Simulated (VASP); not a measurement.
A run of VASP 6.6.1 is set up as follows.

The input INCAR:

```
SYSTEM = Te5Pd
  PREC = Accurate
  ENCUT = 520
  EDIFF = 1E-7
  ISMEAR = 0
  SIGMA = 0.1
  LREAL = .FALSE.
  LASPH = .TRUE.
  NELM = 100
  ALGO = Normal
  ISIF = 2
  LWAVE = .FALSE.
  LCHARG = .TRUE.
  GGA = PE
  LELF = .TRUE.
  LVHAR = .TRUE.
  NBANDS = 29
```

Contents of KPOINTS:

```
Automatic mesh
0
G
  6 6 8
  0 0 0
```

POSCAR

```
Te5Pd
1.0
    5.8303613732      0.0000000000      0.0000000000
   -2.9151806866      5.0492410624      0.0000000000
    0.0000000000      0.0000000000      6.4505000103
Te Pd
5 1
Direct
    0.3333333333      0.6666666667      0.0000000000
    0.6666666667      0.3333333333      0.0000000000
    0.5000000000      0.0000000000      0.5000000000
    0.5000000000      0.5000000000      0.5000000000
    0.0000000000      0.5000000000      0.5000000000
    0.0000000000      0.0000000000      0.0000000000
```

Potentials or basis: VASP PAW PBE potentials, release 64 (Te, Pd).

Command:

```sh
$ cat potpaw_PBE.64/Te/POTCAR potpaw_PBE.64/Pd/POTCAR > POTCAR
$ mpirun -np 1 vasp_std > vasp.out
```

Problem. Predict the pressure.

Solution. -0.1 GPa.

Problem. Predict the band gap on the k mesh.

Solution. Zero (bands 20 and 21 overlap by 1.06 eV).

Caveat: spin-orbit coupling is left out, which moves the levels of the heavy elements; this functional lacks dispersion, which binds the layers, so the pressure and a relaxed spacing across them are unreliable.
